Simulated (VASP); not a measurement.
# Os3C2 (Pm-3m) in VASP: a series of runs

Os3C2 is run at these levels: PBE; tasks: single point, relaxation of cell and atoms.

Everything below comes from runs of VASP 6.6.1. Logs are shortened: lines on timing, memory, paths and dates and some standing lists are left out, and cuts for length are marked.

### 1 The cell of the first run

The structure is cubic, space group Pm-3m (No. 221). Conventional cell: a = 4.005 Å, b = 4.005 Å, c = 4.005 Å, α = 90.00°, β = 90.00°, γ = 90.00°. Within 2.7 Å of Os (site symmetry 4/mmm) lie 2 C at 2.00 Å. Within 3.7 Å of C (site symmetry m-3m) lie 12 Os at 2.83 Å and 8 C at 3.47 Å. Within 2.7 Å of C (site symmetry m-3m) lie 6 Os at 2.00 Å.

The cell was built from a structure type or drawn by symmetry, and may not be a known phase.

### 2 Single point, PBE

INCAR reads:

```
PREC     = Accurate       # precision mode
ENCUT    = 600            # plane-wave cutoff, eV
EDIFF    = 1E-6           # SCF threshold, eV
ISMEAR   = 0              # smearing method
SIGMA    = 0.1            # smearing width, eV
LREAL    = F              # projectors in reciprocal space
LASPH    = T              # aspherical terms in the spheres
NELM     = 120            # most SCF steps
ALGO     = Normal         # electronic algorithm
ISIF     = 2              # what is computed and relaxed
LWAVE    = F              # write WAVECAR
LCHARG   = F              # write CHGCAR
GGA      = PE             # functional
NBANDS   = 24             # bands
GGA_COMPAT= F
```

KPOINTS reads:

```
Automatic mesh
0
Gamma
  4 4 4
```

POSCAR reads:

```
Os3C2
1.0
    4.0050052817      0.0000000000      0.0000000000
    0.0000000000      4.0050052817      0.0000000000
    0.0000000000      0.0000000000      4.0050052817
Os C
3 2
Direct
    0.5000000000      0.0000000000      0.0000000000
    0.0000000000      0.5000000000      0.0000000000
    0.0000000000      0.0000000000      0.5000000000
    0.5000000000      0.5000000000      0.5000000000
    0.0000000000      0.0000000000      0.0000000000
```

Potentials or basis: VASP PAW PBE potentials, release 64 (Os, C).

The run is started by

```
> cat potpaw_PBE.64/Os/POTCAR potpaw_PBE.64/C/POTCAR > POTCAR
> mpirun -np 1 vasp_std > vasp.out
```

OUTCAR:

```text
PREC = Accurate
   ENCUT = 600
   EDIFF = 1E-6
   ISMEAR = 0
   LREAL = F
   LASPH = T
   NELM = 120
   ISIF = 2
   GGA = PE

 ion  position               nearest neighbor table
   1  0.500  0.000  0.000-   5 2.00   5 2.00   2 2.83   3 2.83   2 2.83   2 2.83   3 2.83   3 2.83
                             3 2.83   2 2.83
   2  0.000  0.500  0.000-   5 2.00   5 2.00   1 2.83   3 2.83   1 2.83   3 2.83   3 2.83   3 2.83
                             1 2.83   1 2.83
   3  0.000  0.000  0.500-   5 2.00   5 2.00   1 2.83   1 2.83   2 2.83   2 2.83   2 2.83   2 2.83
                             1 2.83   1 2.83
   4  0.500  0.500  0.500-
   5  0.000  0.000  0.000-   1 2.00   2 2.00   3 2.00   3 2.00   2 2.00   1 2.00

  LATTYP: Found a simple cubic cell.
 ALAT       =     4.0050052817

  Lattice vectors:

 A1 = (   4.0050052817,   0.0000000000,   0.0000000000)
 A2 = (   0.0000000000,   4.0050052817,   0.0000000000)
 A3 = (   0.0000000000,   0.0000000000,   4.0050052817)

Analysis of symmetry for initial positions (statically):
=====================================================================
 Subroutine PRICEL returns:
 Original cell was already a primitive cell.

 Routine SETGRP: Setting up the symmetry group for a
 simple cubic supercell.

 Subroutine GETGRP returns: Found 48 space group operations
 (whereof 48 operations were pure point group operations)
 out of a pool of 48 trial point group operations.

The static configuration has the point symmetry O_h .

Analysis of symmetry for dynamics (positions and initial velocities):
=====================================================================
 Subroutine PRICEL returns:
 Original cell was already a primitive cell.

 Routine SETGRP: Setting up the symmetry group for a
 simple cubic supercell.

 Subroutine GETGRP returns: Found 48 space group operations
 (whereof 48 operations were pure point group operations)
 out of a pool of 48 trial point group operations.

The dynamic configuration has the point symmetry O_h .

 Subroutine INISYM returns: Found 48 space group operations
 (whereof 48 operations are pure point group operations),
 and found     1 'primitive' translations

----------------------------------------------------------------------------------------

                                     Primitive cell

  volume of cell :      64.2406

  direct lattice vectors                    reciprocal lattice vectors
     4.005005282  0.000000000  0.000000000     0.249687561  0.000000000  0.000000000
     0.000000000  4.005005282  0.000000000     0.000000000  0.249687561  0.000000000
     0.000000000  0.000000000  4.005005282     0.000000000  0.000000000  0.249687561

  length of vectors
     4.005005282  4.005005282  4.005005282     0.249687561  0.249687561  0.249687561

  position of ions in fractional coordinates (direct lattice)
     0.500000000  0.000000000  0.000000000
     0.000000000  0.500000000  0.000000000
     0.000000000  0.000000000  0.500000000
     0.500000000  0.500000000  0.500000000
     0.000000000  0.000000000  0.000000000

  ion indices of the primitive-cell ions
   primitive index   ion index
                 1           1
                 2           2
                 3           3
                 4           4
                 5           5

----------------------------------------------------------------------------------------

 KPOINTS: Automatic mesh

Automatic generation of k-mesh.
 Grid dimensions read from file:
 generate k-points for:    4    4    4

 Generating k-lattice:

  Cartesian coordinates                     Fractional coordinates (reciprocal lattice)
     0.062421890  0.000000000  0.000000000     0.250000000  0.000000000  0.000000000
     0.000000000  0.062421890  0.000000000     0.000000000  0.250000000  0.000000000
     0.000000000  0.000000000  0.062421890     0.000000000  0.000000000  0.250000000

  Length of vectors
     0.062421890  0.062421890  0.062421890

  Shift w.r.t. Gamma in fractional coordinates (k-lattice)
     0.000000000  0.000000000  0.000000000

 Subroutine IBZKPT returns following result:
 ===========================================

 Found     10 irreducible k-points:

 Following reciprocal coordinates:
            Coordinates               Weight
  0.000000  0.000000  0.000000      1.000000
  0.250000  0.000000  0.000000      6.000000
  0.500000  0.000000  0.000000      3.000000
  0.250000  0.250000  0.000000     12.000000
  0.500000  0.250000  0.000000     12.000000
  0.500000  0.500000  0.000000      3.000000
  0.250000  0.250000  0.250000      8.000000
  0.500000  0.250000  0.250000     12.000000
  0.500000  0.500000  0.250000      6.000000
  0.500000  0.500000  0.500000      1.000000
   k-points           NKPTS =     10   k-points in BZ     NKDIM =     10   number of bands    NBANDS=     24
   number of dos      NEDOS =    301   number of ions     NIONS =      5
   total plane-waves  NPLWV =  32768
   dimension x,y,z NGX =    32 NGY =   32 NGZ =   32
   dimension x,y,z NGXF=    64 NGYF=   64 NGZF=   64
   ions per type =               3   2
   NGX,Y,Z   is equivalent  to a cutoff of  13.28, 13.28, 13.28 a.u.
   NGXF,Y,Z  is equivalent  to a cutoff of  26.57, 26.57, 26.57 a.u.
 SYSTEM =  unknown system
   PREC   = accura    normal or accurate (medium, high low for compatibility)
   ISTART =      0    job   : 0-new  1-cont  2-samecut
   ICHARG =      2    charge: 1-file 2-atom 10-const
   ISPIN  =      1    spin polarized calculation?
   LNONCOLLINEAR =      F non collinear calculations
   LSORBIT =      F    spin-orbit coupling
   LASPH  =      T    aspherical Exc in radial PAW
   ENCUT  =  600.0 eV  44.10 Ry    6.64 a.u.   8.00  8.00  8.00*2*pi/ulx,y,z
   NELM   =    120;   NELMIN=  2; NELMDL= -5     # of ELM steps
   EDIFF  = 0.1E-05   stopping-criterion for ELM
   LREAL  =      F    real-space projection
   EDIFFG = 0.1E-04   stopping-criterion for IOM
   NSW    =      0    number of steps for IOM
   IBRION =     -1    ionic relax: 0-MD 1-quasi-New 2-CG
   NFREE  =      0    steps in history (QN), initial steepest desc. (CG)
   ISIF   =      2    stress and relaxation
   ISYM   =      2    0-nonsym 1-usesym 2-fastsym
   POTIM  = 0.5000    time-step for ionic-motion
   TEBEG  =    0.0;   TEEND  =   0.0 temperature during run
   PSTRESS=    0.0 pullay stress
   NELECT =      32.0000    total number of electrons
   NUPDOWN=      -1.0000    fix difference up-down
   EMIN   =  10.00;   EMAX   =-10.00  energy-range for DOS
   EFERMI =   0.00;   METHOD = LEGACY
   ISMEAR =     0;   SIGMA  =   0.10  broadening in eV -4-tet -1-fermi 0-gaus
   EFERMI_NEDOS =   21; number of points for ismear=-14 and -15
   IALGO  =     38    algorithm
   IMIX   =      4    mixing-type and parameters
     AMIX     =   0.40;   BMIX     =  1.00
     AMIX_MAG =   1.60;   BMIX_MAG =  1.00
  volume/ion in A,a.u.               =      12.85        86.70
  Fermi-wavevector in a.u.,A,eV,Ry     =   1.297742  2.452377 22.914042  1.684135
  Thomas-Fermi vector in A             =   2.429115
   LORBIT       =      0    0 simple, 1 ext, 2 COOP (PROOUT), +10 PAW based schemes
   GGA     = PE    functional components
   LHFCALC =     F    Hartree Fock is set to
   AEXX    =    0.0000 exact exchange contribution
   IVDW    =     0    specifies the selected vdW correction
   LEPSILON=     F    determine dielectric tensor
   LRPA    =     F    only Hartree local field effects (RPA)
 non-spin polarized calculation
 Gauss-broadening in eV      SIGMA  =   0.10
  energy-cutoff  :      600.00
  volume of cell :       64.24
 maximum number of plane-waves:      2176
 NGX is ok and might be reduce to    32
   NGX = 15   NGY = 15   NGZ = 15

 number of electron      32.0000004 magnetization

 Free energy of the ion-electron system (eV)
  ---------------------------------------------------
  ext. energy  EPLUGINS =         0.00000000
  ---------------------------------------------------
  free energy    TOTEN  =       -42.76731860 eV

  energy without entropy =      -42.74333283  energy(sigma->0) =      -42.75532572

 E-fermi :   7.1580     XC(G=0): -12.8000

 val. band max:        7.1474254166   @ k =   0.5000   0.2500   0.0000
 cond. band min:       7.2697366862   @ k =   0.5000   0.5000   0.5000
 fundamental gap:      0.1223112695
 Fermi energy:         7.1579990618

 k-point     1 :       0.0000    0.0000    0.0000
  band No.  band energies     occupation
      1      -8.7885      2.00000
      2      -3.7794      2.00000
      3       1.7297      2.00000
      4       1.7297      2.00000
      5       1.7297      2.00000
      6       2.7120      2.00000
[... 16 lines left out ...]
     23       9.2520      0.00000
     24      15.2225      0.00000

 k-point     2 :       0.2500    0.0000    0.0000
  band No.  band energies     occupation
      1      -8.2462      2.00000
      2      -3.4464      2.00000
      3       0.8349      2.00000
      4       1.6886      2.00000
      5       1.6886      2.00000
      6       1.8843      2.00000
[... 16 lines left out ...]
     23       9.3700      0.00000
     24      14.6837      0.00000

 k-point     3 :       0.5000    0.0000    0.0000
  band No.  band energies     occupation
      1      -7.5200      2.00000
      2      -3.1509      2.00000
      3      -0.7499      2.00000
      4       0.8890      2.00000
      5       1.6922      2.00000
      6       1.6922      2.00000
[... 16 lines left out ...]
     23      10.5582      0.00000
     24      14.7956      0.00000
[... 136 lines left out ...]
 k-point     9 :       0.5000    0.5000    0.2500
  band No.  band energies     occupation
      1      -5.4332      2.00000
      2      -2.8044      2.00000
      3      -2.2304      2.00000
      4      -2.2304      2.00000
      5      -0.7159      2.00000
      6       2.9763      2.00000
[... 16 lines left out ...]
     23      11.3015      0.00000
     24      12.6305      0.00000

 k-point    10 :       0.5000    0.5000    0.5000
  band No.  band energies     occupation
      1      -4.2306      2.00000
      2      -2.9514      2.00000
      3      -2.5080      2.00000
      4      -2.5080      2.00000
      5      -2.5080      2.00000
      6       4.3076      2.00000
[... 16 lines left out ...]
     23      11.5513      0.00000
     24      13.7555      0.00000

------------------------ aborting loop because EDIFF is reached ----------------------------------------

  FORCE on cell =-STRESS in cart. coord.  units (eV):
  Direction    XX          YY          ZZ          XY          YZ          ZX
  --------------------------------------------------------------------------------------
  -------------------------------------------------------------------------------------
  Total        0.6057596      0.6057596      0.6057596      0.0000000      0.0000000      0.0000000
  in kB       15.1078143     15.1078143     15.1078143      0.0000000      0.0000000      0.0000000
  external PRESSURE =      15.1078143 kB  Pullay stress =       0.0000000 kB

 VOLUME and BASIS-vectors are now :
 -----------------------------------------------------------------------------
  energy-cutoff  :      600.00
  volume of cell :       64.24
      direct lattice vectors                 reciprocal lattice vectors
     4.005005282  0.000000000  0.000000000     0.249687561  0.000000000  0.000000000
     0.000000000  4.005005282  0.000000000     0.000000000  0.249687561  0.000000000
     0.000000000  0.000000000  4.005005282     0.000000000  0.000000000  0.249687561

 POSITION                                       TOTAL-FORCE (eV/Angst)
 -----------------------------------------------------------------------------------
      2.00250      0.00000      0.00000         0.000000      0.000000      0.000000
      0.00000      2.00250      0.00000         0.000000      0.000000      0.000000
      0.00000      0.00000      2.00250         0.000000      0.000000      0.000000
      2.00250      2.00250      2.00250         0.000000      0.000000      0.000000
      0.00000      0.00000      0.00000         0.000000      0.000000      0.000000
 -----------------------------------------------------------------------------------
    total drift:                                0.000000      0.000000     -0.000000

  FREE ENERGIE OF THE ION-ELECTRON SYSTEM (eV)
  ---------------------------------------------------
  free  energy   TOTEN  =       -42.7673186043 eV

  energy  without entropy=      -42.7433328342  energy(sigma->0) =      -42.75532572
```

Wall time 24 s (1 thread of Intel Xeon 8259CL, shared host); peak memory 0.18 GiB.

What came out:

- Free energy: -42.7673 eV
- Pressure: 1.5 GPa
- Band gap on the k mesh: zero (bands 16 and 17 overlap by 0.92 eV)

Caveat: the k points lie up to 0.39 Å⁻¹ apart, too coarse for converged energies and pressures of a metal; spin-orbit coupling is left out, which moves the levels of the heavy elements.

[end of part 1 of 2]
